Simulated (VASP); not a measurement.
# Zr (P6_3/mmc) in VASP: a series of runs

The runs below take Zr through single point, relaxation of cell and atoms, with revPBE, HSE06, LDA.

All numbers are computed with VASP 6.6.1; they aren't measurements. Logs are shortened: lines on timing, memory, paths and dates and some standing lists are left out, and cuts for length are marked.

**1. The cell of the first run**

It takes space group P6_3/mmc (No. 194, hexagonal). Conventional cell: a = 3.249 Å, b = 3.249 Å, c = 5.206 Å, α = 90.00°, β = 90.00°, γ = 120.00°. Within 4.2 Å of Zr (site symmetry -6m2) lie 12 Zr at 3.21 to 3.25 Å.

**2. Single point, revPBE**

File INCAR:

```
PREC     = Accurate       # precision mode
ENCUT    = 520            # plane-wave cutoff, eV
EDIFF    = 1E-6           # SCF threshold, eV
ISMEAR   = -1             # smearing method
SIGMA    = 0.05           # smearing width, eV
LREAL    = False          # projectors in reciprocal space
LASPH    = True           # aspherical terms in the spheres
NELM     = 60             # most SCF steps
ALGO     = Normal         # electronic algorithm
ISIF     = 2              # what is computed and relaxed
LWAVE    = False          # write WAVECAR
LCHARG   = False          # write CHGCAR
GGA      = RE             # functional
NBANDS   = 19             # bands
```

File KPOINTS:

```
Automatic mesh
0
Gamma
  9 9 5
```

File POSCAR:

```
Zr
1.0
    3.2490275485      0.0000000000      0.0000000000
   -1.6245137743      2.8137403946      0.0000000000
    0.0000000000      0.0000000000      5.2064935156
Zr
2
Direct
    0.6666666667      0.3333333333      0.7500000000
    0.3333333333      0.6666666667      0.2500000000
```

Potentials or basis: VASP PAW PBE potentials, release 64 (Zr_sv).

The run is started by

```console
cat potpaw_PBE.64/Zr_sv/POTCAR > POTCAR
mpirun -np 1 vasp_std > vasp.out
```

OUTCAR:

```text
PREC = Accurate
   ENCUT = 520
   EDIFF = 1E-6
   ISMEAR = -1
   LREAL = False
   LASPH = True
   NELM = 60
   ISIF = 2
   GGA = RE

 ion  position               nearest neighbor table
   1  0.667  0.333  0.750-   2 3.21   2 3.21   2 3.21   2 3.21   2 3.21   2 3.21
   2  0.333  0.667  0.250-   1 3.21   1 3.21   1 3.21   1 3.21   1 3.21   1 3.21

  LATTYP: Found a hexagonal cell.
 ALAT       =     3.2490275485
 C/A-ratio  =     1.6024774915

  Lattice vectors:

 A1 = (   3.2490275485,   0.0000000000,   0.0000000000)
 A2 = (  -1.6245137743,   2.8137403946,   0.0000000000)
 A3 = (   0.0000000000,   0.0000000000,   5.2064935156)

Analysis of symmetry for initial positions (statically):
=====================================================================
 Subroutine PRICEL returns:
 Original cell was already a primitive cell.

 Routine SETGRP: Setting up the symmetry group for a
 hexagonal supercell.

 Subroutine GETGRP returns: Found 24 space group operations
 (whereof 12 operations were pure point group operations)
 out of a pool of 24 trial point group operations.

The static configuration has the point symmetry D_3d.
 The point group associated with its full space group is D_6h.

Analysis of symmetry for dynamics (positions and initial velocities):
=====================================================================
 Subroutine PRICEL returns:
 Original cell was already a primitive cell.

 Routine SETGRP: Setting up the symmetry group for a
 hexagonal supercell.

 Subroutine GETGRP returns: Found 24 space group operations
 (whereof 12 operations were pure point group operations)
 out of a pool of 24 trial point group operations.

The dynamic configuration has the point symmetry D_3d.
 The point group associated with its full space group is D_6h.

 Subroutine INISYM returns: Found 24 space group operations
 (whereof 12 operations are pure point group operations),
 and found     1 'primitive' translations

----------------------------------------------------------------------------------------

                                     Primitive cell

  volume of cell :      47.5973

  direct lattice vectors                    reciprocal lattice vectors
     3.249027548  0.000000000  0.000000000     0.307784402  0.177699407  0.000000000
    -1.624513774  2.813740395  0.000000000     0.000000000  0.355398814  0.000000000
     0.000000000  0.000000000  5.206493516     0.000000000  0.000000000  0.192067847

  length of vectors
     3.249027548  3.249027549  5.206493516     0.355398814  0.355398814  0.192067847

  position of ions in fractional coordinates (direct lattice)
     0.666666667  0.333333333  0.750000000
     0.333333333  0.666666667  0.250000000

  ion indices of the primitive-cell ions
   primitive index   ion index
                 1           1
                 2           2

----------------------------------------------------------------------------------------

 KPOINTS: Automatic mesh

Automatic generation of k-mesh.
 Grid dimensions read from file:
 generate k-points for:    9    9    5

 Generating k-lattice:

  Cartesian coordinates                     Fractional coordinates (reciprocal lattice)
     0.034198267  0.019744379  0.000000000     0.111111111  0.000000000  0.000000000
     0.000000000  0.039488757  0.000000000     0.000000000  0.111111111  0.000000000
     0.000000000  0.000000000  0.038413569     0.000000000  0.000000000  0.200000000

  Length of vectors
     0.039488757  0.039488757  0.038413569

  Shift w.r.t. Gamma in fractional coordinates (k-lattice)
     0.000000000  0.000000000  0.000000000

 Subroutine IBZKPT returns following result:
 ===========================================

 Found     36 irreducible k-points:

 Following reciprocal coordinates:
            Coordinates               Weight
  0.000000  0.000000  0.000000      1.000000
  0.111111 -0.000000  0.000000      6.000000
  0.222222  0.000000  0.000000      6.000000
  0.333333 -0.000000  0.000000      6.000000
  0.444444  0.000000  0.000000      6.000000
  0.111111  0.111111  0.000000      6.000000
[... 16 lines left out ...]
  0.333333  0.222222  0.200000     24.000000
  0.333333  0.333333  0.200000      4.000000
 [... further k-points ...]
   k-points           NKPTS =     36   k-points in BZ     NKDIM =     36   number of bands    NBANDS=     19
   number of dos      NEDOS =    301   number of ions     NIONS =      2
   total plane-waves  NPLWV =  23040
   dimension x,y,z NGX =    24 NGY =   24 NGZ =   40
   dimension x,y,z NGXF=    48 NGYF=   48 NGZF=   80
   ions per type =               2
   NGX,Y,Z   is equivalent  to a cutoff of  12.28, 12.28, 12.77 a.u.
   NGXF,Y,Z  is equivalent  to a cutoff of  24.56, 24.56, 25.54 a.u.
 SYSTEM =  unknown system
   PREC   = accura    normal or accurate (medium, high low for compatibility)
   ISTART =      0    job   : 0-new  1-cont  2-samecut
   ICHARG =      2    charge: 1-file 2-atom 10-const
   ISPIN  =      1    spin polarized calculation?
   LNONCOLLINEAR =      F non collinear calculations
   LSORBIT =      F    spin-orbit coupling
   LASPH  =      T    aspherical Exc in radial PAW
   ENCUT  =  520.0 eV  38.22 Ry    6.18 a.u.   6.04  6.04  9.68*2*pi/ulx,y,z
   NELM   =     60;   NELMIN=  2; NELMDL= -5     # of ELM steps
   EDIFF  = 0.1E-05   stopping-criterion for ELM
   LREAL  =      F    real-space projection
   EDIFFG = 0.1E-04   stopping-criterion for IOM
   NSW    =      0    number of steps for IOM
   IBRION =     -1    ionic relax: 0-MD 1-quasi-New 2-CG
   NFREE  =      0    steps in history (QN), initial steepest desc. (CG)
   ISIF   =      2    stress and relaxation
   ISYM   =      2    0-nonsym 1-usesym 2-fastsym
   POTIM  = 0.5000    time-step for ionic-motion
   TEBEG  =    0.0;   TEEND  =   0.0 temperature during run
   PSTRESS=    0.0 pullay stress
   NELECT =      24.0000    total number of electrons
   NUPDOWN=      -1.0000    fix difference up-down
   EMIN   =  10.00;   EMAX   =-10.00  energy-range for DOS
   EFERMI =   0.00;   METHOD = LEGACY
   ISMEAR =    -1;   SIGMA  =   0.05  broadening in eV -4-tet -1-fermi 0-gaus
   EFERMI_NEDOS =   21; number of points for ismear=-14 and -15
   IALGO  =     38    algorithm
   IMIX   =      4    mixing-type and parameters
     AMIX     =   0.40;   BMIX     =  1.00
     AMIX_MAG =   1.60;   BMIX_MAG =  1.00
  volume/ion in A,a.u.               =      23.80       160.60
  Fermi-wavevector in a.u.,A,eV,Ry     =   1.303020  2.462350 23.100794  1.697860
  Thomas-Fermi vector in A             =   2.434049
   LORBIT       =      0    0 simple, 1 ext, 2 COOP (PROOUT), +10 PAW based schemes
   GGA     = RE    functional components
   LHFCALC =     F    Hartree Fock is set to
   AEXX    =    0.0000 exact exchange contribution
   IVDW    =     0    specifies the selected vdW correction
   LEPSILON=     F    determine dielectric tensor
   LRPA    =     F    only Hartree local field effects (RPA)
 non-spin polarized calculation
  energy-cutoff  :      520.00
  volume of cell :       47.60
 maximum number of plane-waves:      1308
   NGX = 13   NGY = 13   NGZ = 19

 number of electron      24.0000001 magnetization

 Free energy of the ion-electron system (eV)
  ---------------------------------------------------
  ext. energy  EPLUGINS =         0.00000000
  ---------------------------------------------------
  free energy    TOTEN  =       -16.37802155 eV

  energy without entropy =      -16.36302256  energy(sigma->0) =      -16.37052206

 E-fermi :   8.8212     XC(G=0): -10.9286

 val. band max:        8.7950548564   @ k =   0.0000   0.0000   0.4000
 cond. band min:       8.8581830817   @ k =   0.1111  -0.0000   0.4000
 fundamental gap:      0.0631282254
 Fermi energy:         8.8212156855

 k-point     1 :       0.0000    0.0000    0.0000
  band No.  band energies     occupation
      1     -40.0920      2.00000
      2     -39.9549      2.00000
      3     -18.5686      2.00000
      4     -17.7586      2.00000
      5     -17.7586      2.00000
      6     -17.6464      2.00000
[... 11 lines left out ...]
     18      10.9587      0.00000
     19      13.1496      0.00000

 k-point     2 :       0.1111   -0.0000    0.0000
  band No.  band energies     occupation
      1     -40.0793      2.00000
      2     -39.9495      2.00000
      3     -18.5340      2.00000
      4     -17.8355      2.00000
      5     -17.7834      2.00000
      6     -17.7103      2.00000
[... 11 lines left out ...]
     18      10.6857      0.00000
     19      13.3409      0.00000

 k-point     3 :       0.2222    0.0000    0.0000
  band No.  band energies     occupation
      1     -40.0460      2.00000
      2     -39.9368      2.00000
      3     -18.4385      2.00000
      4     -18.0299      2.00000
      5     -17.9029      2.00000
      6     -17.8431      2.00000
[... 11 lines left out ...]
     18      11.4631      0.00000
     19      13.6536      0.00000

 k-point     4 :       0.3333   -0.0000    0.0000
  band No.  band energies     occupation
      1     -40.0046      2.00000
      2     -39.9256      2.00000
      3     -18.3074      2.00000
      4     -18.2499      2.00000
      5     -18.1095      2.00000
      6     -17.9073      2.00000
[... 11 lines left out ...]
     18      12.6349      0.00000
     19      13.8569      0.00000

 k-point     5 :       0.4444    0.0000    0.0000
  band No.  band energies     occupation
      1     -39.9729      2.00000
      2     -39.9227      2.00000
      3     -18.3920      2.00000
      4     -18.2387      2.00000
      5     -18.1904      2.00000
      6     -17.9477      2.00000
[... 11 lines left out ...]
     18      13.8987      0.00000
     19      13.9395      0.00000
[... 334 lines left out ...]
      2     -39.9273      2.00000
      3     -18.4376      2.00000
      4     -18.3058      2.00000
      5     -18.0803      2.00000
      6     -17.9538      2.00000
[... 11 lines left out ...]
     18      13.7809      0.00000
     19      14.5844      0.00000

 k-point    22 :       0.2222    0.2222    0.2000
  band No.  band energies     occupation
      1     -39.9784      2.00000
      2     -39.9286      2.00000
      3     -18.3317      2.00000
      4     -18.2545      2.00000
      5     -18.0549      2.00000
      6     -17.9993      2.00000
[... 11 lines left out ...]
     18      13.3597      0.00000
     19      14.2267      0.00000

 k-point    23 :       0.3333    0.2222    0.2000
  band No.  band energies     occupation
      1     -39.9528      2.00000
      2     -39.9277      2.00000
      3     -18.3541      2.00000
      4     -18.2732      2.00000
      5     -18.1251      2.00000
      6     -17.9896      2.00000
[... 11 lines left out ...]
     18      13.7284      0.00000
     19      15.1348      0.00000

 k-point    24 :       0.3333    0.3333    0.2000
  band No.  band energies     occupation
      1     -39.9356      2.00000
      2     -39.9356      2.00000
      3     -18.2574      2.00000
      4     -18.2496      2.00000
      5     -18.2496      2.00000
      6     -18.0227      2.00000
[... 11 lines left out ...]
     18      13.0892      0.00000
     19      15.4026      0.00000

 [... further k-points ...]
[... 5 lines left out ...]
  --------------------------------------------------------------------------------------
  -------------------------------------------------------------------------------------
  Total       -0.0137621     -0.0137621     -0.0006708      0.0000000      0.0000000      0.0000000
  in kB       -0.4632473     -0.4632473     -0.0225807      0.0000000      0.0000000      0.0000000
  external PRESSURE =      -0.3163584 kB  Pullay stress =       0.0000000 kB

 VOLUME and BASIS-vectors are now :
 -----------------------------------------------------------------------------
  energy-cutoff  :      520.00
  volume of cell :       47.60
      direct lattice vectors                 reciprocal lattice vectors
     3.249027548  0.000000000  0.000000000     0.307784402  0.177699407  0.000000000
    -1.624513774  2.813740395  0.000000000     0.000000000  0.355398814  0.000000000
     0.000000000  0.000000000  5.206493516     0.000000000  0.000000000  0.192067847

 POSITION                                       TOTAL-FORCE (eV/Angst)
 -----------------------------------------------------------------------------------
      1.62451      0.93791      3.90487        -0.000000      0.000000      0.000000
     -0.00000      1.87583      1.30162         0.000000     -0.000000      0.000000
 -----------------------------------------------------------------------------------
    total drift:                               -0.000000      0.000000     -0.000000

  FREE ENERGIE OF THE ION-ELECTRON SYSTEM (eV)
  ---------------------------------------------------
  free  energy   TOTEN  =       -16.3780215481 eV

  energy  without entropy=      -16.3630225637  energy(sigma->0) =      -16.37052206
```

Run time: 30 s. Hardware: 1 thread of AMD EPYC 7R13 (Zen 3), shared host; peak memory 0.14 GiB.

What came out:

* Free energy: -16.3780 eV
* Pressure: 0.0 GPa
* Band gap on the k mesh: zero (band 12 reaches 9.69 eV, above the bottom of band 13 at 8.54 eV)

Levels at points of the mesh, in eV from the Fermi level:
```tsv
k point	band 10	band 11	band 12	band 13	band 14	band 15
(0.00, 0.00, 0.00)	-2.98	0.87	0.87	0.95	1.02	1.53
```

Caveat: the PAW data sets were made with another functional, which shifts forces and pressure a little.

(Part 1 of 2 ends here.)
